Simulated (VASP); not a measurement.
# Ge: single point with PBEsol

Crystal: Ge.

```xyz
2
Lattice="-2.5494 2.5487 1.3807 2.5494 -2.5487 1.3807 2.5494 2.5487 -1.3807" Properties=species:S:1:pos:R:3 pbc="T T T"
Ge    0.0000    1.2744    0.3460
Ge    2.5494    1.2744    1.0346
```

- Program: VASP 6.6.1
- Task: single point
- Functional: PBEsol
- Potentials or basis: VASP PAW PBE potentials, release 64 (Ge_d)
- Cutoff: 520 eV
- k mesh: 11 × 11 × 11
- Occupations: fermi-dirac, width 0.05 eV
- Spin: no spin polarisation
- Dipole correction: no
- Further INCAR settings: ALGO = Normal; EDIFF = 1e-06; NBANDS = 21

The pressure is 1.9 GPa. The band gap on the k mesh is zero (band 14 reaches 8.82 eV, above the bottom of band 15 at 3.91 eV).

Levels at points of the mesh, in eV from the Fermi level:
| k point | band 10 | band 11 | band 12 | band 13 | band 14 | band 15 | band 16 | band 17 | band 18 | band 19 |
| --- | --- | --- | --- | --- | --- | --- | --- | --- | --- | --- |
| (0.00, 0.00, 0.00) | -24.39 | -13.63 | -4.02 | -2.48 | -2.48 | 3.13 | 7.75 | 7.75 | 8.41 | 8.63 |

Run time: 56 s on 1 thread of Intel(R) Xeon(R) 6975P-C (Granite Rapids), on a shared host, peak memory 0.26 GiB.

Caveat: the PAW data sets were made with another functional, which shifts forces and pressure a little.
